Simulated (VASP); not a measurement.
ReAs3Os2, 6 atoms in the cell. Symmetry: P6/mmm, No. 191, hexagonal system. Conventional cell: a = 5.345 Å, b = 5.345 Å, c = 4.054 Å, α = 90.00°, β = 90.00°, γ = 120.00°. Re (site symmetry 6/mmm) has 6 Os at 3.09 Å and 12 As at 3.35 Å and 2 Re at 4.05 Å within 4.1 Å. As (site symmetry mmm) has 4 Os at 2.55 Å and 4 As at 2.67 Å and 4 Re at 3.35 Å within 3.4 Å. Within 3.4 Å of Os (site symmetry -6m2) lie 6 As at 2.55 Å and 3 Os at 3.09 Å and 3 Re at 3.09 Å. The cell was generated, and may not be a known phase.

```yaml
Program: VASP 6.6.1
Task: relaxation of cell and atoms
Functional: PBE
Potentials_or_basis: VASP PAW PBE potentials, release 64 (Re, As, Os)
Cutoff: 600 eV
k_mesh: 12 × 12 × 10
Occupations: gaussian, width 0.1 eV
Spin: no spin polarisation
Dipole_correction: no
Further_INCAR_settings: ALGO = Normal; EDIFF = 1e-07; IBRION = 2; EDIFFG = -0.01; NSW = 100; ISIF = 3
```

Potentials or basis: VASP PAW PBE potentials, release 64 (Re, As, Os).

The run is started by

```console
$ cat potpaw_PBE.64/Re/POTCAR potpaw_PBE.64/As/POTCAR potpaw_PBE.64/Os/POTCAR > POTCAR
$ mpirun -np 1 vasp_std > vasp.out
```

Hardware: 1 thread of Intel(R) Xeon(R) Platinum 8488C (Sapphire Rapids), with other jobs on the host.

Estimate the wall time of this run.

It took 29 min on 1 thread of Intel(R) Xeon(R) Platinum 8488C (Sapphire Rapids), with other jobs on the host, peak memory 0.55 GiB. Counts: scf iterations 61, k points 114, ion steps 6.
